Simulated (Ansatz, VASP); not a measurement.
PbF2: VASP beside Ansatz

```
CELL_PARAMETERS angstrom
0.00000 2.99897 2.99897
2.99897 0.00000 2.99897
2.99897 2.99897 0.00000
ATOMIC_POSITIONS crystal
Pb 0.00000 0.00000 0.00000
F 0.25000 0.25000 0.25000
F 0.75000 0.75000 0.75000
```

Alike in both runs: task single point; functional PBE; k mesh 8 × 8 × 8; occupations methfessel-paxton of order 1, width 0.05 eV; non-collinear spin, spin-orbit coupling.

|  | VASP | Ansatz |
| --- | --- | --- |
| version | VASP 6.6.1 | Ansatz 0.2.0 |
| potentials or method | VASP PAW PBE potentials, release 64 (Pb_d, F), cutoff 520 eV | plane waves, PAW |
| valence electrons in the cell | 28 | 28 |

VASP gave:

| Quantity | Value |
| --- | --- |
| pressure (GPa) | -0.2 |
| net moment per atom (μB) | 0.00 |

**Question.** Which values does Ansatz return?

**Answer.** Pressure (GPa): 0.0; net moment per atom (μB): 0.00.

With one functional, cell and mesh, what is left measures potentials, basis and numerics. Ansatz's warnings: stress scf threshold loose.
